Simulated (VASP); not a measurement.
Here is a VASP 6.6.1 calculation.

Contents of INCAR:

```
SYSTEM = CuAs
PREC     = Accurate       ! precision mode
ENCUT    = 520            ! plane-wave cutoff, eV
EDIFF    = 1E-6           ! SCF threshold, eV
ISMEAR   = 0              ! smearing method
SIGMA    = 0.15           ! smearing width, eV
LREAL    = .FALSE.        ! projectors in reciprocal space
LASPH    = .TRUE.         ! aspherical terms in the spheres
NELM     = 100            ! most SCF steps
ALGO     = Normal         ! electronic algorithm
ISIF     = 2              ! what is computed and relaxed
LWAVE    = .FALSE.        ! write WAVECAR
LCHARG   = .FALSE.        ! write CHGCAR
NBANDS   = 24             ! bands
```

Contents of KPOINTS:

```
regular mesh
0
G
  15 15 10
  0 0 0
```

Contents of POSCAR:

```
CuAs
1.0
    3.9060441479      0.0000000000      0.0000000000
   -1.9530220740      3.3827334604      0.0000000000
    0.0000000000      0.0000000000      4.1849357001
Cu As
2 2
Direct
    0.0000000000      0.0000000000      0.5000000000
    0.0000000000      0.0000000000      0.0000000000
    0.6666666667      0.3333333333      0.7500000000
    0.3333333333      0.6666666667      0.2500000000
```

Potentials or basis: VASP PAW LDA potentials, release 64 (Cu, As).

The run is started by

```console
$ cat potpaw_LDA.64/Cu/POTCAR potpaw_LDA.64/As/POTCAR > POTCAR
$ mpirun -np 1 vasp_std > vasp.out
```

Q: What does it give for the band gap on the k mesh?

A: Zero (band 16 reaches 8.99 eV, above the bottom of band 17 at 7.67 eV).

Q: Predict the pressure.

A: 18.3 GPa.

Stress tensor (GPa, compression positive):
```
 3.84  0.00  0.00
 0.00  3.84  0.00
 0.00  0.00 47.16
```
